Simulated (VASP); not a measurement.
CsSe2N, 4 atoms in the cell. Symmetry: R-3m, No. 166, trigonal system. Conventional cell: a = 3.957 Å, b = 3.957 Å, c = 22.630 Å, α = 90.00°, β = 90.00°, γ = 120.00°. Within 3.8 Å of Se (site symmetry 3m) lie 3 N at 2.72 Å and 3 Cs at 3.24 Å and 3 Se at 3.73 Å. N (site symmetry -3m) has 6 Se at 2.72 Å within 3.6 Å. Cs (site symmetry -3m) has 6 Se at 3.24 Å and 6 Cs at 3.96 Å and 6 N at 4.41 Å within 4.5 Å. 

- Program: VASP 6.6.1
- Task: relaxation of cell and atoms
- Functional: LDA
- Potentials or basis: VASP PAW LDA potentials, release 64 (Se, N, Cs_sv)
- Cutoff: 600 eV
- k mesh: 6 × 6 × 6
- Occupations: methfessel-paxton, width 0.15 eV
- Spin: no spin polarisation
- Dipole correction: no
- Further INCAR settings: ALGO = Normal; EDIFF = 1e-07; IBRION = 2; EDIFFG = -0.01; NSW = 60; ISIF = 3

Potentials or basis: VASP PAW LDA potentials, release 64 (Se, N, Cs_sv).

Run with:

```console
$ cat potpaw_LDA.64/Se/POTCAR potpaw_LDA.64/N/POTCAR potpaw_LDA.64/Cs_sv/POTCAR > POTCAR
$ mpirun -np 1 vasp_std > vasp.out
```

Hardware: 1 thread of Intel Xeon 8259CL, with other jobs on the host.

How long does it take, and how much memory?

Run time: 11 min on 1 thread of Intel Xeon 8259CL (shared host), peak memory 0.27 GiB. Counts: scf iterations 98, k points 32, ion steps 11.
